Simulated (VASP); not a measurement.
# GaN (F-43m) in VASP: a series of runs, part 2 of 2

VASP 6.6.1. Earlier steps stand in the parts before.

## 3. G0W0 quasiparticle levels, PBE

The input, POSCAR:

```
GaN
1.0
    0.0000000000      2.2489525415      2.2489525415
    2.2489525415      0.0000000000      2.2489525415
    2.2489525415      2.2489525415      0.0000000000
Ga N
1 1
Direct
    0.0000000000      0.0000000000      0.0000000000
    0.2500000000      0.2500000000      0.2500000000
```

The input, INCAR.step1:

```
ALGO     = Normal         # electronic algorithm
EDIFF    = 1E-8           # SCF threshold, eV
ENCUT    = 500            # plane-wave cutoff, eV
GGA      = PE             # functional
ISMEAR   = 0              # smearing method
LASPH    = T              # aspherical terms in the spheres
LCHARG   = F              # write CHGCAR
LREAL    = F              # projectors in reciprocal space
LWAVE    = T              # write WAVECAR
NELM     = 60             # most SCF steps
PREC     = Accurate       # precision mode
SIGMA    = 0.01           # smearing width, eV
```

The input, INCAR.step2:

```
ALGO     = Exact          # electronic algorithm
EDIFF    = 1E-8           # SCF threshold, eV
ENCUT    = 500            # plane-wave cutoff, eV
GGA      = PE             # functional
ISMEAR   = 0              # smearing method
ISTART   = 1            
LASPH    = T              # aspherical terms in the spheres
LCHARG   = F              # write CHGCAR
LOPTICS  = T              # frequency-dependent dielectric function
LREAL    = F              # projectors in reciprocal space
LWAVE    = T              # write WAVECAR
NBANDS   = 69             # bands
NELM     = 1              # most SCF steps
PREC     = Accurate       # precision mode
SIGMA    = 0.01           # smearing width, eV
```

The input, INCAR.step3:

```
ALGO     = EVGW0          # electronic algorithm
EDIFF    = 1E-8           # SCF threshold, eV
ENCUT    = 500            # plane-wave cutoff, eV
ENCUTGW  = 80.0           # cutoff of the response function
GGA      = PE             # functional
ISMEAR   = 0              # smearing method
ISTART   = 1            
LASPH    = T              # aspherical terms in the spheres
LCHARG   = F              # write CHGCAR
LREAL    = F              # projectors in reciprocal space
LWAVE    = F              # write WAVECAR
NBANDS   = 69             # bands
NBANDSGW = 17           
NELMGW   = 1            
NOMEGA   = 48             # frequency points
PREC     = Accurate       # precision mode
PRECFOCK = Fast         
SIGMA    = 0.01           # smearing width, eV
```

The input, KPOINTS:

```
k-points
0
Gamma
  4 4 4
```

Potentials or basis: VASP PAW PBE potentials, release 64 (Ga_d_GW, N_GW).

The run is started by

```console
$ cat potpaw_PBE.64/Ga_d_GW/POTCAR potpaw_PBE.64/N_GW/POTCAR > POTCAR
$ cp INCAR.step1 INCAR
$ mpirun -np 1 vasp_std > vasp.out
$ cp INCAR.step2 INCAR
$ mpirun -np 1 vasp_std > vasp.out
$ cp INCAR.step3 INCAR
$ mpirun -np 1 vasp_std > vasp.out
```

OUTCAR:

```text
EDIFF = 1E-8
   ENCUT = 500
   ENCUTGW = 80.0
   GGA = PE
   ISMEAR = 0
   ISTART = 1
   LASPH = T
   LREAL = F
   NELMGW = 1
   PREC = Accurate
   PRECFOCK = Fast

 ion  position               nearest neighbor table
   1  0.000  0.000  0.000-   2 1.95   2 1.95   2 1.95   2 1.95
   2  0.250  0.250  0.250-   1 1.95   1 1.95   1 1.95   1 1.95

  LATTYP: Found a face centered cubic cell.
 ALAT       =     4.4979050830

  Lattice vectors:

 A1 = (   0.0000000000,   2.2489525415,   2.2489525415)
 A2 = (   2.2489525415,   0.0000000000,   2.2489525415)
 A3 = (   2.2489525415,   2.2489525415,   0.0000000000)

Analysis of symmetry for initial positions (statically):
=====================================================================
 Subroutine PRICEL returns:
 Original cell was already a primitive cell.

 Routine SETGRP: Setting up the symmetry group for a
 face centered cubic supercell.

 Subroutine GETGRP returns: Found 24 space group operations
 (whereof 24 operations were pure point group operations)
 out of a pool of 48 trial point group operations.

The static configuration has the point symmetry T_d .

Analysis of symmetry for dynamics (positions and initial velocities):
=====================================================================
 Subroutine PRICEL returns:
 Original cell was already a primitive cell.

 Routine SETGRP: Setting up the symmetry group for a
 face centered cubic supercell.

 Subroutine GETGRP returns: Found 24 space group operations
 (whereof 24 operations were pure point group operations)
 out of a pool of 48 trial point group operations.

The dynamic configuration has the point symmetry T_d .

 Subroutine INISYM returns: Found 24 space group operations
 (whereof 24 operations are pure point group operations),
 and found     1 'primitive' translations

----------------------------------------------------------------------------------------

                                     Primitive cell

  volume of cell :      22.7494

  direct lattice vectors                    reciprocal lattice vectors
     0.000000000  2.248952542  2.248952542    -0.222325723  0.222325723  0.222325723
     2.248952542  0.000000000  2.248952542     0.222325723 -0.222325723  0.222325723
     2.248952542  2.248952542  0.000000000     0.222325723  0.222325723 -0.222325723

  length of vectors
     3.180499185  3.180499185  3.180499185     0.385079448  0.385079448  0.385079448

  position of ions in fractional coordinates (direct lattice)
     0.000000000  0.000000000  0.000000000
     0.250000000  0.250000000  0.250000000

  ion indices of the primitive-cell ions
   primitive index   ion index
                 1           1
                 2           2

----------------------------------------------------------------------------------------

 KPOINTS: k-points

Automatic generation of k-mesh.
 Grid dimensions read from file:
 generate k-points for:    4    4    4

 Generating k-lattice:

  Cartesian coordinates                     Fractional coordinates (reciprocal lattice)
    -0.055581431  0.055581431  0.055581431     0.250000000  0.000000000  0.000000000
     0.055581431 -0.055581431  0.055581431     0.000000000  0.250000000  0.000000000
     0.055581431  0.055581431 -0.055581431     0.000000000  0.000000000  0.250000000

  Length of vectors
     0.096269862  0.096269862  0.096269862

  Shift w.r.t. Gamma in fractional coordinates (k-lattice)
     0.000000000  0.000000000  0.000000000

 Subroutine IBZKPT returns following result:
 ===========================================

 Found      8 irreducible k-points:

 Following reciprocal coordinates:
            Coordinates               Weight
  0.000000  0.000000  0.000000      1.000000
  0.250000  0.000000  0.000000      8.000000
  0.500000  0.000000  0.000000      4.000000
  0.250000  0.250000  0.000000      6.000000
  0.500000  0.250000  0.000000     24.000000
 -0.250000  0.250000  0.000000     12.000000
  0.500000  0.500000  0.000000      3.000000
 -0.250000  0.500000  0.250000      6.000000
   k-points           NKPTS =      8   k-points in BZ     NKDIM =     64   number of bands    NBANDS=     69
   number of dos      NEDOS =    301   number of ions     NIONS =      2
   total plane-waves  NPLWV =  13824
   dimension x,y,z NGX =    24 NGY =   24 NGZ =   24
   dimension x,y,z NGXF=    48 NGYF=   48 NGZF=   48
   ions per type =               1   1
   NGX,Y,Z   is equivalent  to a cutoff of  12.54, 12.54, 12.54 a.u.
   NGXF,Y,Z  is equivalent  to a cutoff of  25.09, 25.09, 25.09 a.u.
 SYSTEM =  unknown system
   PREC   = accura    normal or accurate (medium, high low for compatibility)
   ISTART =      1    job   : 0-new  1-cont  2-samecut
   ICHARG =      0    charge: 1-file 2-atom 10-const
   ISPIN  =      1    spin polarized calculation?
   LNONCOLLINEAR =      F non collinear calculations
   LSORBIT =      F    spin-orbit coupling
   LASPH  =      T    aspherical Exc in radial PAW
   ENCUT  =  500.0 eV  36.75 Ry    6.06 a.u.   5.80  5.80  5.80*2*pi/ulx,y,z
   NELM   =     60;   NELMIN=  2; NELMDL=  0     # of ELM steps
   EDIFF  = 0.1E-07   stopping-criterion for ELM
   LREAL  =      F    real-space projection
   EDIFFG = 0.1E-06   stopping-criterion for IOM
   NSW    =      0    number of steps for IOM
   IBRION =     -1    ionic relax: 0-MD 1-quasi-New 2-CG
   NFREE  =      0    steps in history (QN), initial steepest desc. (CG)
   ISIF   =      0    stress and relaxation
   ISYM   =      3    0-nonsym 1-usesym 2-fastsym
   POTIM  = 0.5000    time-step for ionic-motion
   TEBEG  =    0.0;   TEEND  =   0.0 temperature during run
   PSTRESS=    0.0 pullay stress
   NELECT =      18.0000    total number of electrons
   NUPDOWN=      -1.0000    fix difference up-down
   EMIN   =  10.00;   EMAX   =-10.00  energy-range for DOS
   EFERMI =   0.00;   METHOD = LEGACY
   ISMEAR =     0;   SIGMA  =   0.01  broadening in eV -4-tet -1-fermi 0-gaus
   EFERMI_NEDOS =   21; number of points for ismear=-14 and -15
   IALGO  =     38    algorithm
   IMIX   =      4    mixing-type and parameters
     AMIX     =   0.40;   BMIX     =  1.00
     AMIX_MAG =   1.60;   BMIX_MAG =  1.00
  volume/ion in A,a.u.               =      11.37        76.76
  Fermi-wavevector in a.u.,A,eV,Ry     =   1.514173  2.861371 31.194330  2.292719
  Thomas-Fermi vector in A             =   2.623866
   LORBIT       =      0    0 simple, 1 ext, 2 COOP (PROOUT), +10 PAW based schemes
   GGA     = PE    functional components
   LHFCALC =     T    Hartree Fock is set to
   PRECFOCK=fast      Normal, Fast or Accurate (Low or Medium for compatibility)
   ENCUT4O =  -1.0   cutoff for four orbital integrals eV
   NKREDX  =     1    reduce k-point grid by
   NKREDY  =     1    reduce k-point grid by
   NKREDZ  =     1    reduce k-point grid by
   AEXX    =    1.0000 exact exchange contribution
   HFSCREEN=    0.0000 screening length (either q_TF or 0.3 A-1)
   HFSCREENC=   0.0000 screening length for correlation (either q_TF or 0.3 A-1)
   ENCUTFOCK=  -1.0 apply spherical cutoff to Coloumb kernel
   IVDW    =     0    specifies the selected vdW correction
   LEPSILON=     F    determine dielectric tensor
   LRPA    =     F    only Hartree local field effects (RPA)
   LRPAFORCE           =     F    calculate RPA forces
   ENCUTGW             =  80.0    cutoff for response function in eV
   ENCUTGWSOFT         =  64.0    soft cutoff for Coulomb kernel in GW response function in eV
   ENCUTLF             =  -1.0    cutoff for local field effects
   NELMGW              =     1    number of iterations in solving QP/BSE equation
   NELMHF              =     1    number of iterations in the inner HF iteration
   NKREDLFX            =     1    NKREDLFY  =   1   NKREDLFZ  =   1
 non-spin polarized calculation
 Gauss-broadening in eV      SIGMA  =   0.01
  energy-cutoff  :      500.00
  volume of cell :       22.75
 maximum number of plane-waves:       604
  NGX = 14; NGY = 14; NGZ = 14
   NGX = 11   NGY = 11   NGZ = 11
 maximum number of plane-waves:        43
 NGX is ok and might be reduce to    10

 QP shifts <psi_nk| G(iteration)W_0 |psi_nk>: iteration 1
 for sc-GW calculations column KS-energies equals QP-energies in previous step
 and V_xc(KS)=  KS-energies - (<T + V_ion + V_H > + <T+V_H+V_ion>^1  + <V_x>^1)

 k-point   1 :       0.0000    0.0000    0.0000
  band No.  KS-energies  QP-energies   sigma(KS)   V_xc(KS)     V^pw_x(r,r')   Z            occupation Imag(sigma)

      1     -10.7868     -11.6873     -16.2024     -14.8527     -24.5823       0.6672       2.0000       1.0740
      2      -8.3328     -11.8049     -26.2793     -21.4835     -34.7963       0.7240       2.0000       0.2583
      3      -8.3328     -11.8049     -26.2793     -21.4835     -34.7963       0.7240       2.0000       0.2583
      4      -8.3328     -11.8049     -26.2793     -21.4835     -34.7963       0.7240       2.0000       0.2583
      5      -8.0118     -11.6265     -26.7542     -21.8052     -35.1889       0.7304       2.0000       0.1984
      6      -8.0118     -11.6265     -26.7542     -21.8052     -35.1889       0.7304       2.0000       0.1984
[... 9 lines left out ...]
     16      24.0019      24.2154      -9.3747      -9.6487      -2.9803       0.7790       0.0000      -0.7055
     17      24.0019      24.2154      -9.3747      -9.6487      -2.9803       0.7790       0.0000      -0.7055
[... 130 lines left out ...]
      1      -9.7199     -11.8231     -21.9709     -18.9633     -30.6194       0.6993       2.0000       0.6155
      2      -8.1855     -11.6988     -26.3012     -21.4744     -34.7343       0.7279       2.0000       0.2304
      3      -8.1584     -11.7282     -26.5688     -21.6745     -35.0781       0.7294       2.0000       0.2404
      4      -8.0037     -11.6248     -26.8318     -21.8873     -35.3434       0.7323       2.0000       0.2270
      5      -8.0016     -11.6063     -26.7096     -21.7828     -35.1568       0.7316       2.0000       0.2051
      6      -6.0110      -8.2415     -23.0000     -19.9017     -30.8928       0.7199       2.0000       0.4336
[... 9 lines left out ...]
     16      28.8568      29.9750     -11.8168     -13.2750      -4.6614       0.7668       0.0000      -1.1376
     17      29.2544      30.2592     -10.9026     -12.1661      -4.4774       0.7953       0.0000      -0.9552
```

It took 44 s on 1 thread of Intel Xeon Platinum 8375C at 2.90GHz (Ice Lake), shared host; peak memory 0.21 GiB.

What came out:

| Item | Value |
| --- | --- |
| Band gap on the k mesh, mean-field level | 1.75 eV, direct |
| Quasiparticle gap | 2.71 eV |
| Least direct quasiparticle gap | 2.71 eV |

Levels at points of the mesh, in eV from the valence-band top:
| k point | band 7 | band 8 | band 9 | band 10 | band 11 | band 12 |
| --- | --- | --- | --- | --- | --- | --- |
| (0.00, 0.00, 0.00) | 0.00 | 0.00 | 0.00 | 1.75 | 10.30 | 10.30 |
| (0.50, 0.00, 0.00) | -7.10 | -0.98 | -0.98 | 4.66 | 8.75 | 10.35 |
| (0.50, 0.50, 0.00) | -6.17 | -2.73 | -2.73 | 3.32 | 6.67 | 11.75 |

Caveat: the k points lie up to 0.60 Å⁻¹ apart; bands, screening cutoff and mesh are small and nothing is extrapolated, so the quasiparticle values aren't converged.
